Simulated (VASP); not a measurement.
Runs of VASP 6.6.1 on BaS. The structure is that of space group Fm-3m (No. 225), or close to it. The cells are those of the table. 

| task | spin | cell | cutoff (eV) | gap on the mesh (eV) | pressure (GPa) |
| --- | --- | --- | --- | --- | --- |
| single point | off | a = 4.555 Å, angles 60.0°, 2 atoms | 520 | 2.15 | 0.3 |
| single point | off | a = 4.546 Å, angles 60.0°, 2 atoms | 520 | 2.14 | 0.5 |
| single point | non-collinear, zero start, SOC | a = 4.546 Å, angles 60.0°, 2 atoms | 520 | - | 0.5 |
| relaxation of cell and atoms | off | relaxed from a = 4.546 Å, angles 60.0°, 2 atoms | 600 | (a) | 0.0 |
| electric field gradients | off | a = 4.546 Å, angles 60.0°, 2 atoms | 520 | 2.14 | 0.5 |

Alike in all rows: level PBE; potentials or basis VASP PAW PBE potentials, release 64 (Ba_sv, S); k mesh 8 × 8 × 8; smearing fermi-dirac 0.02 eV.

**Question.** Estimate the missing entries.

**Answer.** (a) 2.16.

Caveats: spin-orbit coupling is left out, which moves the levels of the heavy elements (at least some runs).

A k mesh can miss the band edges, and rows without SOC leave out spin-orbit coupling on Ba.
